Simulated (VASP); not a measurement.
Write the native input for VASP 6.6.1 that does the following.

| Item | Value |
| --- | --- |
| Task | relaxation of cell and atoms |
| Functional | PBEsol |
| Potentials or basis | VASP PAW PBE potentials, release 64 (In_d, Ga_d, As) |
| Cutoff | 600 eV |
| k mesh | 10 × 10 × 8 |
| Occupations | gaussian, width 0.1 eV |
| Spin | no spin polarisation |
| Target pressure | 2 GPa |
| Dipole correction | no |
| Further INCAR settings | ALGO = Normal; EDIFF = 1e-06; IBRION = 2; EDIFFG = -0.008; NSW = 70; ISIF = 3 |

The structure of InGaAs2 lies in POSCAR:

```
InGaAs2
1.0
    4.1173559080      0.0000000000      0.0000000000
    0.0000000000      4.1173559080      0.0000000000
    0.0000000000      0.0000000000      5.8658731707
In Ga As
1 1 2
Direct
    0.0000000000      0.0000000000      0.5000000000
    0.5000000000      0.5000000000      0.0000000000
    0.5000000000      0.0000000000      0.7697097067
    0.0000000000      0.5000000000      0.2302902933
```

One way to write it, as run:

INCAR

```
SYSTEM = InGaAs2
  ALGO = Normal
  EDIFF = 1E-6
  EDIFFG = -0.008
  ENCUT = 600
  GGA = PS
  IBRION = 2
  ISIF = 3
  ISMEAR = 0
  LASPH = .TRUE.
  LCHARG = .FALSE.
  LREAL = .FALSE.
  LWAVE = .FALSE.
  NELM = 60
  NSW = 70
  PREC = Accurate
  PSTRESS = 20.0
  SIGMA = 0.1
```

KPOINTS

```
k-points
0
G
  10 10 8
  0 0 0
```

Potentials or basis: VASP PAW PBE potentials, release 64 (In_d, Ga_d, As).

Run with:

```console
$ cat potpaw_PBE.64/In_d/POTCAR potpaw_PBE.64/Ga_d/POTCAR potpaw_PBE.64/As/POTCAR > POTCAR
$ mpirun -np 1 vasp_std > vasp.out
```

It gave:

```json
{"Relaxed volume": "24.63 Å³/atom", "Relaxed cell": "a = 4.104 Å, b = 4.104 Å, c = 5.851 Å, α = 90.00°, β = 90.00°, γ = 90.00°", "Space group after relaxing (to 0.05 Å)": "P-4m2 (No. 115)", "Energy change on relaxing (the enthalpy is what falls)": "+2.4 meV/atom", "Ionic steps": "7", "Pressure after relaxing": "2.0 GPa", "Band gap on the k mesh": "zero (filled and empty bands touch)"}
```

Caveat: the cell is relaxed towards a set pressure, so the enthalpy falls and the energy may rise; the PAW data sets were made with another functional, which shifts forces and pressure a little; spin-orbit coupling is left out, which moves the levels of the heavy elements.

It took 7.7 min on 1 thread of Intel(R) Xeon(R) Platinum 8488C (Sapphire Rapids), on a shared host, peak memory 0.49 GiB.
